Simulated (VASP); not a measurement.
Write the native input for VASP 6.6.1 that does the following.

| Property | Result |
| --- | --- |
| Task | single point |
| Functional | LDA |
| Potentials or basis | VASP PAW LDA potentials, release 64 (Cu) |
| Cutoff | 600 eV |
| k mesh | 11 × 11 × 11 |
| Occupations | gaussian, width 0.1 eV |
| Spin | no spin polarisation |
| Dipole correction | no |
| Further INCAR settings | ALGO = Normal; EDIFF = 1e-06; NBANDS = 12 |

The structure of Cu lies in POSCAR:

```
Cu
1.0
    2.3269928105      0.0000000000      0.0000000000
    0.0000000000      2.3269928105      0.0000000000
    0.0000000000      0.0000000000      2.3269928105
Cu
1
Direct
    0.0000000000      0.0000000000      0.0000000000
```

One way to write it, as run:

INCAR

```
SYSTEM = Cu
ALGO = Normal
EDIFF = 1E-6
ENCUT = 600
GGA = CA
GGA_COMPAT = .FALSE.
ISIF = 2
ISMEAR = 0
LASPH = .TRUE.
LCHARG = .FALSE.
LREAL = .FALSE.
LWAVE = .FALSE.
NBANDS = 12
NELM = 120
PREC = Accurate
SIGMA = 0.1
```

KPOINTS

```
k-points
0
G
  11 11 11
  0 0 0
```

Potentials or basis: VASP PAW LDA potentials, release 64 (Cu).

Launch:

```sh
$ cat potpaw_LDA.64/Cu/POTCAR > POTCAR
$ mpirun -np 1 vasp_std > vasp.out
```

It gave:

| Property | Result |
| --- | --- |
| Pressure | 0.8 GPa |

It took 5.5 s on 1 thread of AMD EPYC 9R45 96-Core Processor (Zen 5) (shared host), peak memory 0.09 GiB.
